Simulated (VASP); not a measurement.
Runs of VASP 6.6.1 on Pt. The structure is that of space group I4/mmm (No. 139), or close to it. The cells are those of the table. 

```tsv
cell	gap on the mesh (eV)	pressure (GPa)
a = 2.748 Å, angles 107.3, 107.3, 113.9°, 1 atom	none	-6.3
a = 2.780 Å, angles 103.5, 103.5, 122.2°, 1 atom	none	-5.0
a = 2.750 Å, angles 112.1, 112.1, 104.2°, 1 atom	none	(a)
a = 2.788 Å, angles 117.3, 117.3, 94.8°, 1 atom	none	-8.4
```

Alike in all rows: task single point; level r2SCAN; potentials or basis VASP PAW PBE potentials, release 64 (Pt); no spin polarisation; k mesh 24 × 24 × 24; cutoff (eV) 520; smearing gaussian 0.15 eV.

**Question.** Fill in the values left out.

**Answer.** (a) -6.5.

Caveats: the PAW data sets were made with another functional, which shifts forces and pressure a little; spin-orbit coupling is left out, which moves the levels of the heavy elements; the stress differs along the axes, from -11 to -4 GPa (at least some runs); the stress differs along the axes, from -7 to -0 GPa (at least some runs); the stress differs along the axes, from -8 to -3 GPa (at least some runs); the cell stands under tension (at least some runs).

A k mesh can miss the band edges, and the runs leave out spin-orbit coupling on Pt.

A gap of «none» marks levels without a gap at the run's occupations.
